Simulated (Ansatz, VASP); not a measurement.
# MnO2: VASP beside Ansatz

```
Mn O
1.0
     2.91095    0.00000    0.00000
    -1.45547    2.52096    0.00000
     0.00000    0.00000   10.42222
Mn O
2 4
Direct
  0.00000 0.00000 0.50000
  0.00000 0.00000 0.00000
  0.66667 0.33333 0.40686
  0.66667 0.33333 0.09314
  0.33333 0.66667 0.59314
  0.33333 0.66667 0.90686
```

Change from the starting cell: volume scaled by 1.06.

Alike in both runs: task single point; functional PBEsol; k mesh 11 × 11 × 3; occupations fermi-dirac, width 0.05 eV; collinear spin.

|  | VASP | Ansatz |
| --- | --- | --- |
| version | VASP 6.6.1 | Ansatz 0.2.0 |
| potentials or method | VASP PAW PBE potentials, release 64 (Mn_pv, O), cutoff 520 eV | all-electron LAPW, scalar-relativistic |

|  | VASP | Ansatz | Ansatz less VASP |
| --- | --- | --- | --- |
| gap on the k mesh at the Fermi level (eV) | 0.97 | 1.02 | +0.047 |
| least direct gap on the mesh (eV) | 1.03 | 1.08 | +0.047 |
| pressure (GPa) | -10.4 | -11.1 | -0.72 |
| traceless stress, the component that is largest in VASP (GPa) | 3.54 | 3.85 | +0.317 |
| rms of the force components (eV/Å) | 0.412 | 0.445 | +0.0332 |
| net moment per atom (μB) | 1.00 | 1.00 | 0.000 |
| size of the moment on the site where the two differ most (μB) | 2.89 | 2.79 | -0.103 |

VASP's potentials were made for PBE, not for PBEsol. Site moments also hang on the region over which each program counts them. Atom by atom the forces differ by 0.033 eV/Å (rms over components). Ansatz ran all-electron here, and VASP with PAW potentials.
